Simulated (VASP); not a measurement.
# Bi2Te3 (R3m) in VASP: notebook

The runs below take Bi2Te3 through single point, with LDA.

Everything below comes from runs of VASP 6.6.1. Logs are shortened: lines on timing, memory, paths and dates and some standing lists are left out, and cuts for length are marked.

## Step 1: The cell of the first run

Symmetry: R3m, No. 160, trigonal system. The conventional cell has a = 4.265 Å, b = 4.265 Å, c = 28.810 Å, α = 90.00°, β = 90.00°, γ = 120.00°. Within 3.8 Å of Bi (site symmetry 3m) lie 3 Te at 2.92 Å and 3 Bi at 3.31 Å. Within 4.6 Å of Bi (site symmetry 3m) lie 9 Te at 3.16 to 4.51 Å and 9 Bi at 3.31 to 4.26 Å. Te (site symmetry 3m) has 6 Te at 2.94 to 3.33 Å within 3.9 Å. Te (site symmetry 3m) has 3 Bi at 2.92 Å and 3 Te at 3.33 Å within 3.8 Å. Within 3.9 Å of Te (site symmetry 3m) lie 3 Te at 2.94 Å and 3 Bi at 3.16 Å.

## Step 2: Single point, LDA

INCAR reads:

```
SYSTEM = Bi2Te3
PREC = Accurate
ENCUT = 520
EDIFF = 1E-7
ISMEAR = -1
SIGMA = 0.05
LREAL = .False.
LASPH = .True.
NELM = 80
ALGO = Normal
ISIF = 2
LWAVE = .False.
LCHARG = .False.
GGA = CA
NBANDS = 32
```

KPOINTS reads:

```
regular mesh
0
Gamma
  6 6 6
  0 0 0
```

POSCAR reads:

```
Bi2Te3
1.0
    2.1322833059      1.2310742735      9.6034014007
   -2.1322833059      1.2310742735      9.6034014007
    0.0000000000     -2.4621485471      9.6034014007
Bi Te
2 3
Direct
    0.1880000000      0.1880000000      0.1880000000
    0.5980000000      0.5980000000      0.5980000000
    0.3890000000      0.3890000000      0.3890000000
    0.8000000000      0.8000000000      0.8000000000
    0.0000000000      0.0000000000      0.0000000000
```

Potentials or basis: VASP PAW LDA potentials, release 64 (Bi_d, Te).

On the command line:

```sh
> cat potpaw_LDA.64/Bi_d/POTCAR potpaw_LDA.64/Te/POTCAR > POTCAR
> mpirun -np 1 vasp_std > vasp.out
```

OUTCAR:

```text
SYSTEM = Bi2Te3
   PREC = Accurate
   ENCUT = 520
   EDIFF = 1E-7
   ISMEAR = -1
   LREAL = .False.
   LASPH = .True.
   NELM = 80
   ISIF = 2
   GGA = CA

 ion  position               nearest neighbor table
   1  0.188  0.188  0.188-   4 2.92   4 2.92   4 2.92   2 3.31   2 3.31   2 3.31
   2  0.598  0.598  0.598-   5 3.16   5 3.16   5 3.16   1 3.31   1 3.31   1 3.31
   3  0.389  0.389  0.389-   5 2.94   5 2.94   5 2.94   4 3.33   4 3.33   4 3.33
   4  0.800  0.800  0.800-   1 2.92   1 2.92   1 2.92   3 3.33   3 3.33   3 3.33
   5  0.000  0.000  0.000-   3 2.94   3 2.94   3 2.94   2 3.16   2 3.16   2 3.16

  LATTYP: Found a trigonal (rhomboedric) cell.
 ALAT       =     9.9140049640
 COS(alpha) =     0.9074829993

  Lattice vectors:

 A1 = (   2.1322833059,   1.2310742735,   9.6034014007)
 A2 = (  -2.1322833059,   1.2310742735,   9.6034014007)
 A3 = (   0.0000000000,  -2.4621485471,   9.6034014007)

Analysis of symmetry for initial positions (statically):
=====================================================================
 Subroutine PRICEL returns:
 Original cell was already a primitive cell.

 Routine SETGRP: Setting up the symmetry group for a
 trigonal (rhombohedral) supercell.

 Subroutine GETGRP returns: Found  6 space group operations
 (whereof  6 operations were pure point group operations)
 out of a pool of 12 trial point group operations.

The static configuration has the point symmetry C_3v.

Analysis of symmetry for dynamics (positions and initial velocities):
=====================================================================
 Subroutine PRICEL returns:
 Original cell was already a primitive cell.

 Routine SETGRP: Setting up the symmetry group for a
 trigonal (rhombohedral) supercell.

 Subroutine GETGRP returns: Found  6 space group operations
 (whereof  6 operations were pure point group operations)
 out of a pool of 12 trial point group operations.

The dynamic configuration has the point symmetry C_3v.

 Subroutine INISYM returns: Found  6 space group operations
 (whereof  6 operations are pure point group operations),
 and found     1 'primitive' translations

----------------------------------------------------------------------------------------

                                     Primitive cell

  volume of cell :     151.2535

  direct lattice vectors                    reciprocal lattice vectors
     2.132283306  1.231074273  9.603401401     0.234490416  0.135383112  0.034709924
    -2.132283306  1.231074273  9.603401401    -0.234490416  0.135383112  0.034709924
     0.000000000 -2.462148547  9.603401401     0.000000000 -0.270766225  0.034709924

  length of vectors
     9.914004964  9.914004964  9.914004939     0.272981906  0.272981906  0.272981917

  position of ions in fractional coordinates (direct lattice)
     0.188000000  0.188000000  0.188000000
     0.598000000  0.598000000  0.598000000
     0.389000000  0.389000000  0.389000000
     0.800000000  0.800000000  0.800000000
     0.000000000  0.000000000  0.000000000

  ion indices of the primitive-cell ions
   primitive index   ion index
                 1           1
                 2           2
                 3           3
                 4           4
                 5           5

----------------------------------------------------------------------------------------

 KPOINTS: regular mesh

Automatic generation of k-mesh.
 Grid dimensions read from file:
 generate k-points for:    6    6    6

 Generating k-lattice:

  Cartesian coordinates                     Fractional coordinates (reciprocal lattice)
     0.039081736  0.022563852  0.005784987     0.166666667  0.000000000  0.000000000
    -0.039081736  0.022563852  0.005784987     0.000000000  0.166666667  0.000000000
     0.000000000 -0.045127704  0.005784987    -0.000000000 -0.000000000  0.166666667

  Length of vectors
     0.045496984  0.045496984  0.045496986

  Shift w.r.t. Gamma in fractional coordinates (k-lattice)
     0.000000000  0.000000000  0.000000000

 Subroutine IBZKPT returns following result:
 ===========================================

 Found     32 irreducible k-points:

 Following reciprocal coordinates:
            Coordinates               Weight
  0.000000  0.000000  0.000000      1.000000
  0.166667  0.000000 -0.000000      6.000000
  0.333333 -0.000000 -0.000000      6.000000
  0.500000  0.000000  0.000000      3.000000
  0.166667  0.166667 -0.000000      6.000000
  0.333333  0.166667  0.000000     12.000000
[... 16 lines left out ...]
  0.500000  0.500000  0.166667      6.000000
 -0.333333  0.500000  0.166667     12.000000
 [... further k-points ...]
   k-points           NKPTS =     32   k-points in BZ     NKDIM =     32   number of bands    NBANDS=     32
   number of dos      NEDOS =    301   number of ions     NIONS =      5
   total plane-waves  NPLWV = 512000
   dimension x,y,z NGX =    80 NGY =   80 NGZ =   80
   dimension x,y,z NGXF=   160 NGYF=  160 NGZF=  160
   ions per type =               2   3
   NGX,Y,Z   is equivalent  to a cutoff of  13.42, 13.42, 13.42 a.u.
   NGXF,Y,Z  is equivalent  to a cutoff of  26.83, 26.83, 26.83 a.u.
 SYSTEM =  Bi2Te3
   PREC   = accura    normal or accurate (medium, high low for compatibility)
   ISTART =      0    job   : 0-new  1-cont  2-samecut
   ICHARG =      2    charge: 1-file 2-atom 10-const
   ISPIN  =      1    spin polarized calculation?
   LNONCOLLINEAR =      F non collinear calculations
   LSORBIT =      F    spin-orbit coupling
   LASPH  =      T    aspherical Exc in radial PAW
   ENCUT  =  520.0 eV  38.22 Ry    6.18 a.u.  18.43 18.43 18.43*2*pi/ulx,y,z
   NELM   =     80;   NELMIN=  2; NELMDL= -5     # of ELM steps
   EDIFF  = 0.1E-06   stopping-criterion for ELM
   LREAL  =      F    real-space projection
   EDIFFG = 0.1E-05   stopping-criterion for IOM
   NSW    =      0    number of steps for IOM
   IBRION =     -1    ionic relax: 0-MD 1-quasi-New 2-CG
   NFREE  =      0    steps in history (QN), initial steepest desc. (CG)
   ISIF   =      2    stress and relaxation
   ISYM   =      2    0-nonsym 1-usesym 2-fastsym
   POTIM  = 0.5000    time-step for ionic-motion
   TEBEG  =    0.0;   TEEND  =   0.0 temperature during run
   PSTRESS=    0.0 pullay stress
   NELECT =      48.0000    total number of electrons
   NUPDOWN=      -1.0000    fix difference up-down
   EMIN   =  10.00;   EMAX   =-10.00  energy-range for DOS
   EFERMI =   0.00;   METHOD = LEGACY
   ISMEAR =    -1;   SIGMA  =   0.05  broadening in eV -4-tet -1-fermi 0-gaus
   EFERMI_NEDOS =   21; number of points for ismear=-14 and -15
   IALGO  =     38    algorithm
   IMIX   =      4    mixing-type and parameters
     AMIX     =   0.40;   BMIX     =  1.00
     AMIX_MAG =   1.60;   BMIX_MAG =  1.00
  volume/ion in A,a.u.               =      30.25       204.14
  Fermi-wavevector in a.u.,A,eV,Ry     =   1.116658  2.110177 16.965438  1.246924
  Thomas-Fermi vector in A             =   2.253274
   LORBIT       =      0    0 simple, 1 ext, 2 COOP (PROOUT), +10 PAW based schemes
   GGA     = CA    functional components
   LHFCALC =     F    Hartree Fock is set to
   AEXX    =    0.0000 exact exchange contribution
   IVDW    =     0    specifies the selected vdW correction
   LEPSILON=     F    determine dielectric tensor
   LRPA    =     F    only Hartree local field effects (RPA)
 non-spin polarized calculation
  energy-cutoff  :      520.00
  volume of cell :      151.25
 maximum number of plane-waves:      4098
 NGX is ok and might be reduce to    80
   NGX = 37   NGY = 37   NGZ = 37

 number of electron      48.0000002 magnetization

 Free energy of the ion-electron system (eV)
  ---------------------------------------------------
  ext. energy  EPLUGINS =         0.00000000
  ---------------------------------------------------
  free energy    TOTEN  =       -20.12413788 eV

  energy without entropy =      -20.11401194  energy(sigma->0) =      -20.11907491

 E-fermi :   7.6337     XC(G=0): -10.0991

 val. band max:        7.5995425916   @ k =   0.5000   0.3333   0.0000
 cond. band min:       7.6384912702   @ k =   0.0000   0.0000   0.0000
 fundamental gap:      0.0389486785
 Fermi energy:         7.6337479781

 k-point     1 :       0.0000    0.0000    0.0000
  band No.  band energies     occupation
      1     -15.5868      2.00000
      2     -15.5868      2.00000
      3     -15.5412      2.00000
      4     -15.5412      2.00000
      5     -15.5388      2.00000
      6     -14.9115      2.00000
[... 24 lines left out ...]
     31      12.0599      0.00000
     32      12.3605      0.00000

 k-point     2 :       0.1667    0.0000   -0.0000
  band No.  band energies     occupation
      1     -15.5891      2.00000
      2     -15.5835      2.00000
      3     -15.5427      2.00000
      4     -15.5393      2.00000
      5     -15.5353      2.00000
      6     -14.9158      2.00000
[... 24 lines left out ...]
     31      11.3095      0.00000
     32      12.3191      0.00000

 k-point     3 :       0.3333   -0.0000   -0.0000
  band No.  band energies     occupation
      1     -15.5940      2.00000
      2     -15.5785      2.00000
      3     -15.5460      2.00000
      4     -15.5341      2.00000
      5     -15.5278      2.00000
      6     -14.9275      2.00000
[... 24 lines left out ...]
     31      12.0089      0.00000
     32      12.2940      0.00000

 k-point     4 :       0.5000    0.0000    0.0000
  band No.  band energies     occupation
      1     -15.5966      2.00000
      2     -15.5767      2.00000
      3     -15.5476      2.00000
      4     -15.5306      2.00000
      5     -15.5239      2.00000
      6     -14.9335      2.00000
[... 654 lines left out ...]
     31      12.1725      0.00000
     32      13.0589      0.00000

 k-point    23 :       0.5000    0.5000    0.1667
  band No.  band energies     occupation
      1     -15.5940      2.00000
      2     -15.5785      2.00000
      3     -15.5460      2.00000
      4     -15.5341      2.00000
      5     -15.5278      2.00000
      6     -14.9275      2.00000
[... 24 lines left out ...]
     31      11.8560      0.00000
     32      12.1503      0.00000

 k-point    24 :      -0.3333    0.5000    0.1667
  band No.  band energies     occupation
      1     -15.5958      2.00000
      2     -15.5763      2.00000
      3     -15.5445      2.00000
      4     -15.5342      2.00000
      5     -15.5247      2.00000
      6     -14.9296      2.00000
[... 24 lines left out ...]
     31      12.4713      0.00000
     32      12.6512      0.00000

 [... further k-points ...]

------------------------ aborting loop because EDIFF is reached ----------------------------------------

  FORCE on cell =-STRESS in cart. coord.  units (eV):
  Direction    XX          YY          ZZ          XY          YZ          ZX
  --------------------------------------------------------------------------------------
  -------------------------------------------------------------------------------------
  Total        4.6186514      4.6186509      3.7655854      0.0000000     -0.0000000      0.0000000
  in kB       48.9238102     48.9238048     39.8875709      0.0000000     -0.0000000      0.0000000
  external PRESSURE =      45.9117287 kB  Pullay stress =       0.0000000 kB

 VOLUME and BASIS-vectors are now :
 -----------------------------------------------------------------------------
  energy-cutoff  :      520.00
  volume of cell :      151.25
      direct lattice vectors                 reciprocal lattice vectors
     2.132283306  1.231074273  9.603401401     0.234490416  0.135383112  0.034709924
    -2.132283306  1.231074273  9.603401401    -0.234490416  0.135383112  0.034709924
     0.000000000 -2.462148547  9.603401401     0.000000000 -0.270766225  0.034709924

 POSITION                                       TOTAL-FORCE (eV/Angst)
 -----------------------------------------------------------------------------------
      0.00000     -0.00000      5.41632         0.000000     -0.000000      1.375999
      0.00000     -0.00000     17.22850         0.000000     -0.000000      0.394694
      0.00000     -0.00000     11.20717         0.000000     -0.000000      1.217296
      0.00000     -0.00000     23.04816         0.000000      0.000000     -1.405868
      0.00000      0.00000      0.00000         0.000000      0.000000     -1.582120
 -----------------------------------------------------------------------------------
    total drift:                                0.000000      0.000001     -0.000126

  FREE ENERGIE OF THE ION-ELECTRON SYSTEM (eV)
  ---------------------------------------------------
  free  energy   TOTEN  =       -20.1241378835 eV

  energy  without entropy=      -20.1140119360  energy(sigma->0) =      -20.11907491
```

It took 7.4 min on 1 thread of Intel Xeon 6975P-C (Granite Rapids), shared host; peak memory 0.71 GiB.

Results:

```yaml
Free_energy: -20.1241 eV
Pressure: 4.6 GPa
Largest_force: 1.582 eV/Å
Band_gap_on_the_k_mesh: zero (bands 24 and 25 overlap by 0.11 eV)
```

Forces in eV/Å, atoms in the order of the input:
```
Bi   0.000  0.000  1.376
Bi   0.000  0.000  0.395
Te   0.000  0.000  1.217
Te   0.000  0.000 -1.406
Te   0.000  0.000 -1.582
```

Stress tensor (GPa, compression positive):
```
4.89 0.00 0.00
0.00 4.89 0.00
0.00 0.00 3.99
```

Caveat: the cell stands under pressure; spin-orbit coupling is left out, which moves the levels of the heavy elements; forces of over 1 eV/Å act on the atoms, so gaps and moduli don't describe the material at rest.

[end of part 1 of 2]

The gap in the log of VASP goes by the Fermi energy; the results here count the filled bands.